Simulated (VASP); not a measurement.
# HfMg3 (Pm-3m) in VASP: notebook

HfMg3 is run at these levels: PBE; tasks: single point.

All numbers are computed with VASP 6.6.1; they aren't measurements. Logs are shortened: lines on timing, memory, paths and dates and some standing lists are left out, and cuts for length are marked.

## 1. The cell of the first run

Symmetry: Pm-3m, No. 221, cubic system. The conventional cell has a = 4.494 Å, b = 4.494 Å, c = 4.494 Å, α = 90.00°, β = 90.00°, γ = 90.00°. Within 4.2 Å of Hf (site symmetry m-3m) lie 12 Mg at 3.18 Å. Within 4.2 Å of Mg (site symmetry 4/mmm) lie 4 Hf at 3.18 Å and 8 Mg at 3.18 Å.

## 2. Single point, PBE (22.68 Å³/atom)

File INCAR:

```
SYSTEM = HfMg3
ALGO = Normal
EDIFF = 1E-7
ENCUT = 520
GGA = PE
ISIF = 2
ISMEAR = 0
LASPH = .TRUE.
LCHARG = .TRUE.
LELF = .TRUE.
LREAL = .FALSE.
LVHAR = .TRUE.
LWAVE = .FALSE.
NBANDS = 16
NELM = 80
PREC = Accurate
SIGMA = 0.05
```

File KPOINTS:

```
k-points
0
G
  8 8 8
  0 0 0
```

File POSCAR:

```
HfMg3
1.0
    4.4935498586      0.0000000000      0.0000000000
    0.0000000000      4.4935498586      0.0000000000
    0.0000000000      0.0000000000      4.4935498586
Hf Mg
1 3
Direct
    0.0000000000      0.0000000000      0.0000000000
    0.0000000000      0.5000000000      0.5000000000
    0.5000000000      0.5000000000      0.0000000000
    0.5000000000      0.0000000000      0.5000000000
```

Potentials or basis: VASP PAW PBE potentials, release 64 (Hf_pv, Mg).

Started as:

```console
> cat potpaw_PBE.64/Hf_pv/POTCAR potpaw_PBE.64/Mg/POTCAR > POTCAR
> mpirun -np 1 vasp_std > vasp.out
```

OUTCAR:

```text
SYSTEM = HfMg3
   EDIFF = 1E-7
   ENCUT = 520
   GGA = PE
   ISIF = 2
   ISMEAR = 0
   LASPH = .TRUE.
   LREAL = .FALSE.
   NELM = 80
   PREC = Accurate

 ion  position               nearest neighbor table
   1  0.000  0.000  0.000-   2 3.18   3 3.18   4 3.18   2 3.18   4 3.18   2 3.18   3 3.18   2 3.18
                             3 3.18   4 3.18   4 3.18   3 3.18
   2  0.000  0.500  0.500-   1 3.18   3 3.18   4 3.18   1 3.18   3 3.18   1 3.18   4 3.18   1 3.18
                             3 3.18   4 3.18   3 3.18   4 3.18
   3  0.500  0.500  0.000-   1 3.18   2 3.18   4 3.18   2 3.18   4 3.18   1 3.18   4 3.18   4 3.18
                             1 3.18   2 3.18   2 3.18   1 3.18
   4  0.500  0.000  0.500-   1 3.18   2 3.18   3 3.18   1 3.18   3 3.18   2 3.18   3 3.18   3 3.18
                             1 3.18   2 3.18   1 3.18   2 3.18

  LATTYP: Found a simple cubic cell.
 ALAT       =     4.4935498586

  Lattice vectors:

 A1 = (   4.4935498586,   0.0000000000,   0.0000000000)
 A2 = (   0.0000000000,   4.4935498586,   0.0000000000)
 A3 = (   0.0000000000,   0.0000000000,   4.4935498586)

Analysis of symmetry for initial positions (statically):
=====================================================================
 Subroutine PRICEL returns:
 Original cell was already a primitive cell.

 Routine SETGRP: Setting up the symmetry group for a
 simple cubic supercell.

 Subroutine GETGRP returns: Found 48 space group operations
 (whereof 48 operations were pure point group operations)
 out of a pool of 48 trial point group operations.

The static configuration has the point symmetry O_h .

Analysis of symmetry for dynamics (positions and initial velocities):
=====================================================================
 Subroutine PRICEL returns:
 Original cell was already a primitive cell.

 Routine SETGRP: Setting up the symmetry group for a
 simple cubic supercell.

 Subroutine GETGRP returns: Found 48 space group operations
 (whereof 48 operations were pure point group operations)
 out of a pool of 48 trial point group operations.

The dynamic configuration has the point symmetry O_h .

 Subroutine INISYM returns: Found 48 space group operations
 (whereof 48 operations are pure point group operations),
 and found     1 'primitive' translations

----------------------------------------------------------------------------------------

                                     Primitive cell

  volume of cell :      90.7337

  direct lattice vectors                    reciprocal lattice vectors
     4.493549859  0.000000000  0.000000000     0.222541205  0.000000000  0.000000000
     0.000000000  4.493549859  0.000000000     0.000000000  0.222541205  0.000000000
     0.000000000  0.000000000  4.493549859     0.000000000  0.000000000  0.222541205

  length of vectors
     4.493549859  4.493549859  4.493549859     0.222541205  0.222541205  0.222541205

  position of ions in fractional coordinates (direct lattice)
     0.000000000  0.000000000  0.000000000
     0.000000000  0.500000000  0.500000000
     0.500000000  0.500000000  0.000000000
     0.500000000  0.000000000  0.500000000

  ion indices of the primitive-cell ions
   primitive index   ion index
                 1           1
                 2           2
                 3           3
                 4           4

----------------------------------------------------------------------------------------

 KPOINTS: k-points

Automatic generation of k-mesh.
 Grid dimensions read from file:
 generate k-points for:    8    8    8

 Generating k-lattice:

  Cartesian coordinates                     Fractional coordinates (reciprocal lattice)
     0.027817651  0.000000000  0.000000000     0.125000000  0.000000000  0.000000000
     0.000000000  0.027817651  0.000000000     0.000000000  0.125000000  0.000000000
     0.000000000  0.000000000  0.027817651     0.000000000  0.000000000  0.125000000

  Length of vectors
     0.027817651  0.027817651  0.027817651

  Shift w.r.t. Gamma in fractional coordinates (k-lattice)
     0.000000000  0.000000000  0.000000000

 Subroutine IBZKPT returns following result:
 ===========================================

 Found     35 irreducible k-points:

 Following reciprocal coordinates:
            Coordinates               Weight
  0.000000  0.000000  0.000000      1.000000
  0.125000  0.000000  0.000000      6.000000
  0.250000  0.000000  0.000000      6.000000
  0.375000  0.000000  0.000000      6.000000
  0.500000  0.000000  0.000000      3.000000
  0.125000  0.125000  0.000000     12.000000
[... 16 lines left out ...]
  0.375000  0.375000  0.125000     24.000000
  0.500000  0.375000  0.125000     24.000000
 [... further k-points ...]
   k-points           NKPTS =     35   k-points in BZ     NKDIM =     35   number of bands    NBANDS=     16
   number of dos      NEDOS =    301   number of ions     NIONS =      4
   total plane-waves  NPLWV =  46656
   dimension x,y,z NGX =    36 NGY =   36 NGZ =   36
   dimension x,y,z NGXF=    72 NGYF=   72 NGZF=   72
   ions per type =               1   3
   NGX,Y,Z   is equivalent  to a cutoff of  13.32, 13.32, 13.32 a.u.
   NGXF,Y,Z  is equivalent  to a cutoff of  26.64, 26.64, 26.64 a.u.
 SYSTEM =  HfMg3
   PREC   = accura    normal or accurate (medium, high low for compatibility)
   ISTART =      0    job   : 0-new  1-cont  2-samecut
   ICHARG =      2    charge: 1-file 2-atom 10-const
   ISPIN  =      1    spin polarized calculation?
   LNONCOLLINEAR =      F non collinear calculations
   LSORBIT =      F    spin-orbit coupling
   LASPH  =      T    aspherical Exc in radial PAW
   ENCUT  =  520.0 eV  38.22 Ry    6.18 a.u.   8.36  8.36  8.36*2*pi/ulx,y,z
   NELM   =     80;   NELMIN=  2; NELMDL= -5     # of ELM steps
   EDIFF  = 0.1E-06   stopping-criterion for ELM
   LREAL  =      F    real-space projection
   EDIFFG = 0.1E-05   stopping-criterion for IOM
   NSW    =      0    number of steps for IOM
   IBRION =     -1    ionic relax: 0-MD 1-quasi-New 2-CG
   NFREE  =      0    steps in history (QN), initial steepest desc. (CG)
   ISIF   =      2    stress and relaxation
   ISYM   =      2    0-nonsym 1-usesym 2-fastsym
   POTIM  = 0.5000    time-step for ionic-motion
   TEBEG  =    0.0;   TEEND  =   0.0 temperature during run
   PSTRESS=    0.0 pullay stress
   NELECT =      16.0000    total number of electrons
   NUPDOWN=      -1.0000    fix difference up-down
   EMIN   =  10.00;   EMAX   =-10.00  energy-range for DOS
   EFERMI =   0.00;   METHOD = LEGACY
   ISMEAR =     0;   SIGMA  =   0.05  broadening in eV -4-tet -1-fermi 0-gaus
   EFERMI_NEDOS =   21; number of points for ismear=-14 and -15
   IALGO  =     38    algorithm
   IMIX   =      4    mixing-type and parameters
     AMIX     =   0.40;   BMIX     =  1.00
     AMIX_MAG =   1.60;   BMIX_MAG =  1.00
  volume/ion in A,a.u.               =      22.68       153.08
  Fermi-wavevector in a.u.,A,eV,Ry     =   0.918034  1.734832 11.466796  0.842786
  Thomas-Fermi vector in A             =   2.043070
   LORBIT       =      0    0 simple, 1 ext, 2 COOP (PROOUT), +10 PAW based schemes
   GGA     = PE    functional components
   LHFCALC =     F    Hartree Fock is set to
   AEXX    =    0.0000 exact exchange contribution
   IVDW    =     0    specifies the selected vdW correction
   LEPSILON=     F    determine dielectric tensor
   LRPA    =     F    only Hartree local field effects (RPA)
 non-spin polarized calculation
 Gauss-broadening in eV      SIGMA  =   0.05
  energy-cutoff  :      520.00
  volume of cell :       90.73
 maximum number of plane-waves:      2469
 NGX is ok and might be reduce to    36
   NGX = 17   NGY = 17   NGZ = 17

 number of electron      15.9999997 magnetization

 Free energy of the ion-electron system (eV)
  ---------------------------------------------------
  ext. energy  EPLUGINS =         0.00000000
  ---------------------------------------------------
  free energy    TOTEN  =       -13.85692648 eV

  energy without entropy =      -13.85316533  energy(sigma->0) =      -13.85504591

 E-fermi :   2.8570     XC(G=0):  -9.2407

 val. band max:        2.8021475480   @ k =   0.5000   0.2500   0.0000
 cond. band min:       2.8588089500   @ k =   0.3750   0.2500   0.0000
 fundamental gap:      0.0566614019
 Fermi energy:         2.8570077321

 k-point     1 :       0.0000    0.0000    0.0000
  band No.  band energies     occupation
      1     -28.2919      2.00000
      2     -28.2919      2.00000
      3     -28.2919      2.00000
      4      -3.8602      2.00000
      5       1.7185      2.00000
      6       1.7185      2.00000
[... 8 lines left out ...]
     15       9.3515      0.00000
     16       9.8304      0.00000

 k-point     2 :       0.1250    0.0000    0.0000
  band No.  band energies     occupation
      1     -28.2931      2.00000
      2     -28.2918      2.00000
      3     -28.2918      2.00000
      4      -3.7304      2.00000
      5       1.3276      2.00000
      6       1.7786      2.00000
[... 8 lines left out ...]
     15       9.5170      0.00000
     16       9.8137      0.00000

 k-point     3 :       0.2500    0.0000    0.0000
  band No.  band energies     occupation
      1     -28.2963      2.00000
      2     -28.2916      2.00000
      3     -28.2916      2.00000
      4      -3.3468      2.00000
      5       0.3019      2.00000
      6       1.9361      2.00000
[... 8 lines left out ...]
     15       9.1777      0.00000
     16       9.1799      0.00000
[... 362 lines left out ...]
 k-point    23 :       0.3750    0.3750    0.1250
  band No.  band energies     occupation
      1     -28.2986      2.00000
      2     -28.2985      2.00000
      3     -28.2922      2.00000
      4      -1.5388      2.00000
      5      -0.0844      2.00000
      6       0.4530      2.00000
[... 8 lines left out ...]
     15       8.1775      0.00000
     16       8.1902      0.00000

 k-point    24 :       0.5000    0.3750    0.1250
  band No.  band energies     occupation
      1     -28.2998      2.00000
      2     -28.2984      2.00000
      3     -28.2921      2.00000
      4      -0.8483      2.00000
      5      -0.7288      2.00000
      6       0.7586      2.00000
[... 8 lines left out ...]
     15       7.7465      0.00000
     16       8.4166      0.00000

 [... further k-points ...]

------------------------ aborting loop because EDIFF is reached ----------------------------------------

  FORCE on cell =-STRESS in cart. coord.  units (eV):
  Direction    XX          YY          ZZ          XY          YZ          ZX
  --------------------------------------------------------------------------------------
  -------------------------------------------------------------------------------------
  Total       -1.2287492     -1.2287492     -1.2287492      0.0000000     -0.0000000      0.0000000
  in kB      -21.6972724    -21.6972724    -21.6972724      0.0000000     -0.0000000      0.0000000
  external PRESSURE =     -21.6972724 kB  Pullay stress =       0.0000000 kB

 VOLUME and BASIS-vectors are now :
 -----------------------------------------------------------------------------
  energy-cutoff  :      520.00
  volume of cell :       90.73
      direct lattice vectors                 reciprocal lattice vectors
     4.493549859  0.000000000  0.000000000     0.222541205  0.000000000  0.000000000
     0.000000000  4.493549859  0.000000000     0.000000000  0.222541205  0.000000000
     0.000000000  0.000000000  4.493549859     0.000000000  0.000000000  0.222541205

 POSITION                                       TOTAL-FORCE (eV/Angst)
 -----------------------------------------------------------------------------------
      0.00000      0.00000      0.00000         0.000000      0.000000      0.000000
      0.00000      2.24677      2.24677         0.000000      0.000000      0.000000
      2.24677      2.24677      0.00000         0.000000      0.000000      0.000000
      2.24677      0.00000      2.24677         0.000000      0.000000      0.000000
 -----------------------------------------------------------------------------------
    total drift:                                0.000000     -0.000000     -0.000000

  FREE ENERGIE OF THE ION-ELECTRON SYSTEM (eV)
  ---------------------------------------------------
  free  energy   TOTEN  =       -13.8569264846 eV

  energy  without entropy=      -13.8531653285  energy(sigma->0) =      -13.85504591
```

Run time: 87 s. Hardware: 1 thread of Intel Xeon 8259CL, shared host; peak memory 0.23 GiB.

What came out:

```
Free energy            : -13.8569 eV
Pressure               : -2.2 GPa
Band gap on the k mesh : zero (bands 8 and 9 overlap by 1.39 eV)
```

Caveat: spin-orbit coupling is left out, which moves the levels of the heavy elements.

[end of part 1 of 2]
